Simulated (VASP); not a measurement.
Input of a VASP 6.6.1 run:

File POSCAR:

```
CuAu3
1.0
    3.9800000000      0.0000000000      0.0000000000
    0.0000000000      3.9800000000      0.0000000000
    0.0000000000      0.0000000000      3.9800000000
Cu Au
1 3
Direct
    0.0000000000      0.0000000000      0.0000000000
    0.0000000000      0.5000000000      0.5000000000
    0.5000000000      0.0000000000      0.5000000000
    0.5000000000      0.5000000000      0.0000000000
```

File INCAR.step1:

```
SYSTEM = CuAu3
PREC     = Accurate       ! precision mode
ENCUT    = 600            ! plane-wave cutoff, eV
ISMEAR   = -1             ! smearing method
SIGMA    = 0.05           ! smearing width, eV
LREAL    = .FALSE.        ! projectors in reciprocal space
LASPH    = .TRUE.         ! aspherical terms in the spheres
NELM     = 80             ! most SCF steps
GGA      = PE             ! functional
ALGO     = Normal         ! electronic algorithm
EDIFF    = 1E-4           ! SCF threshold, eV
LWAVE    = .TRUE.         ! write WAVECAR
LCHARG   = .FALSE.        ! write CHGCAR
```

INCAR.step2

```
SYSTEM = CuAu3
PREC     = Accurate       ! precision mode
ENCUT    = 600            ! plane-wave cutoff, eV
EDIFF    = 1E-6           ! SCF threshold, eV
ISMEAR   = -1             ! smearing method
SIGMA    = 0.05           ! smearing width, eV
LREAL    = .FALSE.        ! projectors in reciprocal space
LASPH    = .TRUE.         ! aspherical terms in the spheres
NELM     = 80             ! most SCF steps
ALGO     = Normal         ! electronic algorithm
ISIF     = 3              ! what is computed and relaxed
LWAVE    = .FALSE.        ! write WAVECAR
LCHARG   = .FALSE.        ! write CHGCAR
METAGGA  = R2SCAN         ! meta-GGA
LMIXTAU  = .TRUE.       
IBRION   = 2              ! ionic algorithm
NSW      = 70             ! ionic steps
EDIFFG   = -0.005         ! ionic threshold
ISTART   = 1
```

File KPOINTS:

```
regular mesh
0
G
  9 9 9
  0 0 0
```

Potentials or basis: VASP PAW PBE potentials, release 64 (Cu, Au).

Command:

```console
$ cat potpaw_PBE.64/Cu/POTCAR potpaw_PBE.64/Au/POTCAR > POTCAR
$ cp INCAR.step1 INCAR
$ mpirun -np 1 vasp_std > vasp.out
$ cp INCAR.step2 INCAR
$ mpirun -np 1 vasp_std > vasp.out
```

Predict the relaxed volume.

16.15 Å³/atom.

Estimate the relaxed cell.

a = 4.012 Å, b = 4.012 Å, c = 4.012 Å, α = 90.00°, β = 90.00°, γ = 90.00°.

Estimate the band gap on the k mesh.

zero (band 22 reaches 9.91 eV, above the bottom of band 23 at 8.31 eV).

Final structure:
```yaml
crystal:
  lattice:
    - [4.01238, 0.00000, 0.00000]
    - [0.00000, 4.01238, 0.00000]
    - [0.00000, 0.00000, 4.01238]
  atoms:
    - { symbol: Cu, position: [0.00000, 0.00000, 0.00000] }
    - { symbol: Au, position: [0.00000, 0.50000, 0.50000] }
    - { symbol: Au, position: [0.50000, 0.00000, 0.50000] }
    - { symbol: Au, position: [0.50000, 0.50000, 0.00000] }
```

Caveat: the PAW data sets were made with another functional, which shifts forces and pressure a little; spin-orbit coupling is left out, which moves the levels of the heavy elements. Zero-point motion and thermal expansion aren't in these numbers.
